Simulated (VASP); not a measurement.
Input of a VASP 6.6.1 run:

Contents of INCAR:

```
ALGO = Normal
EDIFF = 1E-6
ENCUT = 520
GGA = PS
ISIF = 2
ISMEAR = -1
ISPIN = 2
LASPH = True
LCHARG = True
LELF = True
LMAXMIX = 4
LORBIT = 11
LREAL = False
LVHAR = True
LWAVE = False
MAGMOM = 1 1 1 1 0 0 0 0
NBANDS = 42
NELM = 150
PREC = Accurate
SIGMA = 0.05
```

KPOINTS

```
k-points
0
Gamma
  5 7 4
```

Contents of POSCAR:

```
SiNi
1.0
    4.9661760000      0.0000000000      0.0000000000
    0.0000000000      3.2045760000      0.0000000000
    0.0000000000      0.0000000000      5.6049000000
Ni Si
4 4
Direct
    0.9922100000      0.7500000000      0.8124800000
    0.5077900000      0.2500000000      0.3124800000
    0.4922100000      0.7500000000      0.6875200000
    0.0077900000      0.2500000000      0.1875200000
    0.6787200000      0.2500000000      0.9175000000
    0.8212800000      0.7500000000      0.4175000000
    0.1787200000      0.2500000000      0.5825000000
    0.3212800000      0.7500000000      0.0825000000
```

Potentials or basis: VASP PAW PBE potentials, release 64 (Ni, Si).

The run is started by

```bash
$ cat potpaw_PBE.64/Ni/POTCAR potpaw_PBE.64/Si/POTCAR > POTCAR
$ mpirun -np 1 vasp_std > vasp.out
```

**Question.** What does it give for the pressure?

**Answer.** 13.3 GPa.

**Question.** Predict the band gap on the k mesh.

**Answer.** Zero (filled and empty bands overlap).

Stress tensor (GPa, compression positive):
```
16.59  0.00  0.00
 0.00 16.09  0.00
 0.00  0.00  7.25
```

Caveat: the cell stands under pressure; the PAW data sets were made with another functional, which shifts forces and pressure a little.
